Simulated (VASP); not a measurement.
# RbH2 (P3_121) in VASP: notebook

The runs below take RbH2 through relaxation of cell and atoms, single point, with PBE.

Program: VASP 6.6.1. These are calculated values, not measurements. Logs are shortened: lines on timing, memory, paths and dates and some standing lists are left out, and cuts for length are marked.

### Step 1. The cell of the first run

It takes space group P3_121 (No. 152, trigonal). The conventional cell has a = 5.932 Å, b = 5.932 Å, c = 6.526 Å, α = 90.00°, β = 90.00°, γ = 120.00°. Within 2.6 Å of Rb (site symmetry 2) lie 4 H at 1.94 to 1.95 Å. Within 2.6 Å of H (site symmetry 1) lie 2 Rb at 1.94 to 1.95 Å.

### Step 2. Relaxation of cell and atoms, PBE

INCAR

```
PREC = Accurate ; ENCUT = 600
EDIFF = 1E-7 ; ISMEAR = 0
SIGMA = 0.1 ; LREAL = F
LASPH = T ; NELM = 100
ALGO = Normal ; ISIF = 3
LWAVE = F ; LCHARG = F
GGA = PE ; IBRION = 2
NSW = 90 ; EDIFFG = -0.04
```

KPOINTS

```
regular mesh
0
Gamma
  3 3 4
```

POSCAR

```
RbH2
1.0
    5.9319465972      0.0000000000      0.0000000000
   -2.9659732986      5.1372164470      0.0000000000
    0.0000000000      0.0000000000      6.5259880511
Rb H
3 6
Direct
    0.4650000000      0.0000000000      0.3333333333
    0.0000000000      0.4650000000      0.6666666667
    0.5350000000      0.5350000000      0.0000000000
    0.4150000000      0.2720000000      0.2130000000
    0.7280000000      0.1430000000      0.5463333333
    0.8570000000      0.5850000000      0.8796666667
    0.2720000000      0.4150000000      0.7870000000
    0.1430000000      0.7280000000      0.4536666667
    0.5850000000      0.8570000000      0.1203333333
```

Potentials or basis: VASP PAW PBE potentials, release 64 (Rb_sv, H).

Run with:

```
cat potpaw_PBE.64/Rb_sv/POTCAR potpaw_PBE.64/H/POTCAR > POTCAR
mpirun -np 1 vasp_std > vasp.out
```

OUTCAR:

```text
PREC = Accurate
   ENCUT = 600
   EDIFF = 1E-7
   ISMEAR = 0
   LREAL = F
   LASPH = T
   NELM = 100
   ISIF = 3
   GGA = PE
   IBRION = 2
   NSW = 90
   EDIFFG = -0.04

 ion  position               nearest neighbor table
   1  0.465  0.000  0.333-   9 1.94   5 1.94   4 1.95   8 1.95   3 3.70   3 3.70   2 3.70   2 3.70
                             3 5.25   2 5.25   2 5.28   2 5.28   3 5.28   3 5.28
   2  0.000  0.465  0.667-   8 1.94   6 1.94   7 1.95   5 1.95   3 3.70   3 3.70   1 3.70   1 3.70
                             3 5.25   1 5.25   1 5.28   1 5.28   3 5.28   3 5.28
   3  0.535  0.535  0.000-   4 1.94   7 1.94   9 1.95   6 1.95   1 3.70   1 3.70   2 3.70   2 3.70
                             2 5.25   1 5.25   1 5.28   1 5.28   2 5.28   2 5.28
   4  0.415  0.272  0.213-   3 1.94   1 1.95
   5  0.728  0.143  0.546-   1 1.94   2 1.95
   6  0.857  0.585  0.880-   2 1.94   3 1.95
   7  0.272  0.415  0.787-   3 1.94   2 1.95
   8  0.143  0.728  0.454-   2 1.94   1 1.95
   9  0.585  0.857  0.120-   1 1.94   3 1.95

  LATTYP: Found a hexagonal cell.
 ALAT       =     5.9319465972
 C/A-ratio  =     1.1001427515

  Lattice vectors:

 A1 = (   5.9319465972,   0.0000000000,   0.0000000000)
 A2 = (  -2.9659732986,   5.1372164470,   0.0000000000)
 A3 = (   0.0000000000,   0.0000000000,   6.5259880511)

Analysis of symmetry for initial positions (statically):
=====================================================================
 Subroutine PRICEL returns:
 Original cell was already a primitive cell.

 Routine SETGRP: Setting up the symmetry group for a
 hexagonal supercell.

 Subroutine GETGRP returns: Found  6 space group operations
 (whereof  2 operations were pure point group operations)
 out of a pool of 24 trial point group operations.

The static configuration has the point symmetry C_2 .
 The point group associated with its full space group is D_3 .

Analysis of symmetry for dynamics (positions and initial velocities):
=====================================================================
 Subroutine PRICEL returns:
 Original cell was already a primitive cell.

 Routine SETGRP: Setting up the symmetry group for a
 hexagonal supercell.

 Subroutine GETGRP returns: Found  6 space group operations
 (whereof  2 operations were pure point group operations)
 out of a pool of 24 trial point group operations.

The dynamic configuration has the point symmetry C_2 .
 The point group associated with its full space group is D_3 .

 Subroutine INISYM returns: Found  6 space group operations
 (whereof  2 operations are pure point group operations),
 and found     1 'primitive' translations
[... 85 lines left out ...]
   PREC   = accura    normal or accurate (medium, high low for compatibility)
   ISTART =      0    job   : 0-new  1-cont  2-samecut
   ICHARG =      2    charge: 1-file 2-atom 10-const
   ISPIN  =      1    spin polarized calculation?
   LNONCOLLINEAR =      F non collinear calculations
   LSORBIT =      F    spin-orbit coupling
   LASPH  =      T    aspherical Exc in radial PAW
   ENCUT  =  600.0 eV  44.10 Ry    6.64 a.u.  11.85 11.85 13.03*2*pi/ulx,y,z
   NELM   =    100;   NELMIN=  2; NELMDL= -5     # of ELM steps
   EDIFF  = 0.1E-06   stopping-criterion for ELM
   LREAL  =      F    real-space projection
   EDIFFG = -.4E-01   stopping-criterion for IOM
   NSW    =     90    number of steps for IOM
   IBRION =      2    ionic relax: 0-MD 1-quasi-New 2-CG
   NFREE  =      1    steps in history (QN), initial steepest desc. (CG)
   ISIF   =      3    stress and relaxation
   ISYM   =      2    0-nonsym 1-usesym 2-fastsym
   POTIM  = 0.5000    time-step for ionic-motion
   TEBEG  =    0.0;   TEEND  =   0.0 temperature during run
   PSTRESS=    0.0 pullay stress
   NELECT =      33.0000    total number of electrons
   NUPDOWN=      -1.0000    fix difference up-down
   EMIN   =  10.00;   EMAX   =-10.00  energy-range for DOS
   EFERMI =   0.00;   METHOD = LEGACY
   ISMEAR =     0;   SIGMA  =   0.10  broadening in eV -4-tet -1-fermi 0-gaus
   EFERMI_NEDOS =   21; number of points for ismear=-14 and -15
   IALGO  =     38    algorithm
   IMIX   =      4    mixing-type and parameters
     AMIX     =   0.40;   BMIX     =  1.00
     AMIX_MAG =   1.60;   BMIX_MAG =  1.00
  volume/ion in A,a.u.               =      22.10       149.12
  Fermi-wavevector in a.u.,A,eV,Ry     =   0.899613  1.700022 11.011241  0.809303
  Thomas-Fermi vector in A             =   2.022468
   LORBIT       =      0    0 simple, 1 ext, 2 COOP (PROOUT), +10 PAW based schemes
   GGA     = PE    functional components
   LHFCALC =     F    Hartree Fock is set to
   AEXX    =    0.0000 exact exchange contribution
   IVDW    =     0    specifies the selected vdW correction
   LEPSILON=     F    determine dielectric tensor
   LRPA    =     F    only Hartree local field effects (RPA)
 conjugate gradient relaxation of ions
 non-spin polarized calculation
 Gauss-broadening in eV      SIGMA  =   0.10
  energy-cutoff  :      600.00
  volume of cell :      198.87
 maximum number of plane-waves:      6684
 NGX is ok and might be reduce to    48
   NGX = 23   NGY = 23   NGZ = 27

--------------------------------------- Ionic step        1  -------------------------------------------

 number of electron      32.9999997 magnetization

 Free energy of the ion-electron system (eV)
  ---------------------------------------------------
  ext. energy  EPLUGINS =         0.00000000
  ---------------------------------------------------
  free energy    TOTEN  =        -7.04849981 eV

  energy without entropy =       -6.93798157  energy(sigma->0) =       -6.99324069

------------------------ aborting loop because EDIFF is reached ----------------------------------------

  FORCE on cell =-STRESS in cart. coord.  units (eV):
  Direction    XX          YY          ZZ          XY          YZ          ZX
  --------------------------------------------------------------------------------------
  -------------------------------------------------------------------------------------
  Total       19.2409285     19.2409285     22.1160546      0.0000000      0.0000000      0.0000000
  in kB      155.0119703    155.0119703    178.1750397      0.0000000      0.0000000      0.0000000
  external PRESSURE =     162.7329934 kB  Pullay stress =       0.0000000 kB
[... 331 lines left out ...]
--------------------------------------- Ionic step        9  -------------------------------------------

 number of electron      33.0000001 magnetization

 Free energy of the ion-electron system (eV)
  ---------------------------------------------------
  ext. energy  EPLUGINS =         0.00000000
  ---------------------------------------------------
  free energy    TOTEN  =       -14.88425305 eV

  energy without entropy =      -14.70959829  energy(sigma->0) =      -14.79692567

 E-fermi :  -4.0023     XC(G=0):  -4.1904

 val. band max:       -4.0024262622   @ k =   0.3333  -0.0000   0.2500
 cond. band min:      -4.0005179602   @ k =   0.3333   0.3333   0.2500
 fundamental gap:      0.0019083020
 Fermi energy:        -4.0023154988

 k-point     1 :       0.0000    0.0000    0.0000
  band No.  band energies     occupation
      1     -29.5109      2.00000
      2     -29.5069      2.00000
      3     -29.5069      2.00000
      4     -13.7026      2.00000
      5     -13.6630      2.00000
      6     -13.6630      2.00000
[... 265 lines left out ...]
  FREE ENERGIE OF THE ION-ELECTRON SYSTEM (eV)
  ---------------------------------------------------
  free  energy   TOTEN  =       -14.8842530462 eV

  energy  without entropy=      -14.7095982878  energy(sigma->0) =      -14.79692567

 reached required accuracy - stopping structural energy minimisation
```

OSZICAR:

```text
N       E                     dE             d eps       ncg     rms          rms(c)
DAV:   1     0.228870585287E+03    0.22887E+03   -0.14555E+04   420   0.141E+03
DAV:   2     0.141386537033E+02   -0.21473E+03   -0.20735E+03   572   0.270E+02
DAV:   3    -0.819525545176E+01   -0.22334E+02   -0.21936E+02   587   0.856E+01
[... 117 lines left out ...]
DAV:   5    -0.148842519624E+02   -0.68953E-06   -0.17153E-05   523   0.268E-02    0.770E-03
DAV:   6    -0.148842526366E+02   -0.67415E-06   -0.52365E-06   460   0.155E-02    0.237E-03
DAV:   7    -0.148842529005E+02   -0.26390E-06   -0.65708E-07   498   0.514E-03    0.110E-03
DAV:   8    -0.148842530516E+02   -0.15110E-06   -0.41482E-07   450   0.449E-03    0.568E-04
DAV:   9    -0.148842530462E+02    0.53624E-08   -0.56225E-08   300   0.179E-03
   9 F= -.14884253E+02 E0= -.14796926E+02  d E =-.800723E-02
```

CONTCAR:

```text
RbH2
   1.00000000000000
     7.7762577669211108    0.0000000000000000   -0.0000000000000000
    -3.8881288834605554    6.7344367723986203   -0.0000000000000000
    -0.0000000000000000    0.0000000000000000    8.8003963621872234
  Rb              H
     3     6
Direct
     0.4609542392803123    0.0000000000000000    0.3333333332999970
     0.9999999999999959    0.4609542392803036    0.6666666667000030
     0.5390457607196921    0.5390457607196962    0.0000000000000000
     0.3849785158178653    0.2770323404232836    0.2293658561047310
     0.7229676595766936    0.1079461753945312    0.5626991894047279
     0.8920538246054411    0.6150214841821852    0.8960325228047267
     0.2770323404232560    0.3849785158178148    0.7706341438952692
     0.1079461753945816    0.7229676595767164    0.4373008105952719
     0.6150214841821625    0.8920538246054689    0.1039674771952731

  0.00000000E+00  0.00000000E+00  0.00000000E+00
  0.00000000E+00  0.00000000E+00  0.00000000E+00
  0.00000000E+00  0.00000000E+00  0.00000000E+00
  0.00000000E+00  0.00000000E+00  0.00000000E+00
  0.00000000E+00  0.00000000E+00  0.00000000E+00
  0.00000000E+00  0.00000000E+00  0.00000000E+00
  0.00000000E+00  0.00000000E+00  0.00000000E+00
  0.00000000E+00  0.00000000E+00  0.00000000E+00
  0.00000000E+00  0.00000000E+00  0.00000000E+00
```

It took 5.6 min on 1 thread of Intel Xeon 6975P-C (Granite Rapids), shared host; peak memory 0.37 GiB.

What came out:

- Free energy: -14.8843 eV
- Relaxed volume: 51.21 Å³/atom
- Relaxed cell: a = 7.776 Å, b = 7.776 Å, c = 8.800 Å, α = 90.00°, β = 90.00°, γ = 120.00°
- Space group after relaxing (to 0.1 Å): P3_121 (No. 152)
- Energy gained by relaxing: 870.6 meV/atom
- Ionic steps: 9
- Pressure after relaxing: -0.1 GPa
- Largest force after relaxing: 0.040 eV/Å
- Band gap on the k mesh: zero (an odd number of electrons rules out a gap without spin polarisation)

Forces in eV/Å, atoms in the order of the input:
```
Rb  -0.017  0.000  0.000
Rb   0.009 -0.015  0.000
Rb   0.009  0.015  0.000
H    0.010  0.038 -0.005
H   -0.038 -0.011 -0.005
H    0.028 -0.028 -0.005
H    0.028  0.028  0.005
H    0.010 -0.038  0.005
H   -0.038  0.011  0.005
```

The path:
```
step  energy change (eV)  largest force (eV/Å)  pressure (GPa)  volume (Å³)
   1              0.0000                1.6155           16.27       198.87
   2             -5.1951                0.7689            6.03       270.70
   3             -7.3329                0.2846            1.71       357.80
   4             -7.4330                0.1613           -0.74       584.18
   5             -7.8050                0.0855           -0.23       482.61
   6             -7.8285                0.0818            0.02       453.76
   7             -7.8277                0.0802           -0.05       460.34
   8             -7.8306                0.0692           -0.05       460.47
   9             -7.8358                0.0399           -0.06       460.87
```

Final structure:
```cif
data_structure
_symmetry_space_group_name_H-M 'P 1'
_symmetry_Int_Tables_number 1
_cell_length_a 7.7763
_cell_length_b 7.7763
_cell_length_c 8.8004
_cell_angle_alpha 90.000
_cell_angle_beta 90.000
_cell_angle_gamma 120.000
_cell_volume 460.87
loop_
_atom_site_label
_atom_site_type_symbol
_atom_site_fract_x
_atom_site_fract_y
_atom_site_fract_z
_atom_site_occupancy
Rb1 Rb 0.46095 0.00000 0.33333 1
Rb2 Rb 0.00000 0.46095 0.66667 1
Rb3 Rb 0.53905 0.53905 0.00000 1
H1 H 0.38498 0.27703 0.22937 1
H2 H 0.72297 0.10795 0.56270 1
H3 H 0.89205 0.61502 0.89603 1
H4 H 0.27703 0.38498 0.77063 1
H5 H 0.10795 0.72297 0.43730 1
H6 H 0.61502 0.89205 0.10397 1
```

Levels at points of the mesh, in eV from the Fermi level:
```tsv
k point	band 15	band 16	band 17	band 18	band 19	band 20
(0.00, 0.00, 0.00)	-0.14	0.00	0.00	0.03	4.98	4.98
(0.00, 0.00, 0.50)	0.00	0.00	0.02	0.03	4.97	4.97
```

Caveat: the k points lie up to 0.31 Å⁻¹ apart in the final cell, too coarse for converged energies and pressures of a metal; the volume moved by over 15 % at a fixed basis, so the end points are rough.

### Step 3. Single point, PBE

This run uses another cell than the first one, of 41.17 Å³/atom.

INCAR

```
PREC = Accurate
ENCUT = 520
EDIFF = 1E-6
ISMEAR = 0
SIGMA = 0.1
LREAL = False
LASPH = True
NELM = 80
ALGO = Normal
ISIF = 2
LWAVE = False
LCHARG = False
GGA = PE
NBANDS = 26
```

KPOINTS

```
regular mesh
0
Gamma
  6 6 6
```

POSCAR

```
RbH2
1.0
    7.6327502126      0.0000000000      0.0000000000
   -3.8163751063      6.6101555849      0.0000000000
    0.0000000000      0.0000000000      7.3438988663
Rb H
3 6
Direct
    0.3048513714      0.0000000000      0.3333333333
    0.0000000000      0.3048513714      0.6666666667
    0.6951486286      0.6951486286      0.0000000000
    0.4995745815      0.5278250924      0.4549233491
    0.4721749076      0.9717494890      0.7882566824
    0.0282505110      0.5004254185      0.1215900158
    0.5278250924      0.4995745815      0.5450766509
    0.9717494890      0.4721749076      0.2117433176
    0.5004254185      0.0282505110      0.8784099842
```

Potentials or basis: VASP PAW PBE potentials, release 64 (Rb_sv, H).

Run with:

```
cat potpaw_PBE.64/Rb_sv/POTCAR potpaw_PBE.64/H/POTCAR > POTCAR
mpirun -np 1 vasp_std > vasp.out
```

Run time: 2.8 min. Hardware: 1 thread of Intel Xeon 6975P-C (Granite Rapids), shared host; peak memory 0.6 GiB.

The run converged. Its results:

* Free energy: -22.2660 eV
* Pressure: 0.0 GPa
* Largest force: 0.014 eV/Å
* Band gap on the k mesh: zero (an odd number of electrons rules out a gap without spin polarisation)

Forces on the atoms (eV/Å):
```
Rb   0.000  0.000  0.000
Rb   0.000  0.000  0.000
Rb   0.000  0.000  0.000
H    0.006 -0.004  0.012
H    0.000  0.007  0.012
H   -0.006 -0.003  0.012
H   -0.006  0.003 -0.012
H    0.006  0.004 -0.012
H    0.000 -0.007 -0.012
```

Levels at points of the mesh, in eV from the Fermi level:
```csv
k point,band 13,band 14,band 15,band 16,band 17,band 18,band 19,band 20
"(0.00, 0.00, 0.00)",-8.44,-8.30,-8.30,-0.81,0.86,0.86,0.93,1.50
"(0.50, 0.00, 0.00)",-8.38,-8.35,-8.31,-0.47,0.11,0.90,1.07,1.23
"(0.00, 0.00, 0.50)",-8.38,-8.38,-8.27,-0.46,-0.46,1.28,1.28,1.37
"(0.50, 0.00, 0.50)",-8.36,-8.33,-8.31,-0.40,-0.12,0.56,0.77,1.14
```

### Step 4. Single point, PBE

This run uses another cell than the first one, of 41.17 Å³/atom.

INCAR

```
SYSTEM = RbH2
PREC = Accurate
ENCUT = 520
EDIFF = 1E-7
ISMEAR = 0
SIGMA = 0.1
LREAL = .FALSE.
LASPH = .TRUE.
NELM = 80
ALGO = Normal
ISIF = 2
LWAVE = .FALSE.
LCHARG = .FALSE.
GGA = PE
NBANDS = 26
```

KPOINTS

```
regular mesh
0
G
  6 6 6
  0 0 0
```

POSCAR is that of step 3.

Run with:

```
cat potpaw_PBE.64/Rb_sv/POTCAR potpaw_PBE.64/H/POTCAR > POTCAR
mpirun -np 1 vasp_std > vasp.out
```

Wall time 3.3 min (1 thread of Intel Xeon 6975P-C (Granite Rapids), shared host); peak memory 0.59 GiB.

Results (log left out):

| Quantity | Value |
| --- | --- |
| Free energy | -22.2660 eV |
| Pressure | 0.0 GPa |
| Largest force | 0.015 eV/Å |
| Band gap on the k mesh | zero (an odd number of electrons rules out a gap without spin polarisation) |

Forces on the atoms (eV/Å):
```
Rb  -0.001  0.000  0.000
Rb   0.001 -0.001  0.000
Rb   0.001  0.001  0.000
H    0.006 -0.004  0.013
H    0.000  0.008  0.013
H   -0.007 -0.004  0.013
H   -0.007  0.004 -0.013
H    0.006  0.004 -0.013
H    0.000 -0.008 -0.013
```

Levels at points of the mesh, in eV from the Fermi level:
```
           k point  band 14  band 15  band 16  band 17  band 18  band 19
(0.00, 0.00, 0.00)    -8.30    -8.30    -0.81     0.86     0.86     0.93
(0.50, 0.00, 0.00)    -8.35    -8.31    -0.47     0.11     0.90     1.07
(0.00, 0.00, 0.50)    -8.38    -8.27    -0.46    -0.46     1.28     1.28
(0.50, 0.00, 0.50)    -8.34    -8.31    -0.40    -0.12     0.56     0.77
```
